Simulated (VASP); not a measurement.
Input of a VASP 6.6.1 run:

File INCAR:

```
SYSTEM = BaO
PREC = Accurate
ENCUT = 1340
EDIFF = 1E-6
ISMEAR = 0
SIGMA = 0.01
LREAL = .FALSE.
LASPH = .TRUE.
NELM = 120
ALGO = Normal
ISIF = 2
LWAVE = .FALSE.
LCHARG = .TRUE.
GGA = RE
IVDW = 12
LELF = .TRUE.
LVHAR = .TRUE.
NBANDS = 15
GGA_COMPAT = .FALSE.
```

The input KPOINTS:

```
Automatic mesh
0
G
  8 8 8
  0 0 0
```

File POSCAR:

```
BaO
1.0
    3.9179867978      0.0000000000      0.0000000000
    1.9589933989      3.3930760986      0.0000000000
    1.9589933989      1.1310253662      3.1990228245
Ba O
1 1
Direct
    0.0000000000      0.0000000000      0.0000000000
    0.5000000000      0.5000000000      0.5000000000
```

Potentials or basis: VASP PAW PBE potentials, release 64 (Ba_sv, O_h).

Command:

```sh
$ cat potpaw_PBE.64/Ba_sv/POTCAR potpaw_PBE.64/O_h/POTCAR > POTCAR
$ mpirun -np 1 vasp_std > vasp.out
```

(1) Predict the band gap on the k mesh.

(2) What does it give for the pressure?

## Answers

(1) 2.07 eV.

(2) 1.7 GPa.

Caveat: the PAW data sets were made with another functional, which shifts forces and pressure a little; spin-orbit coupling is left out, which moves the levels of the heavy elements.
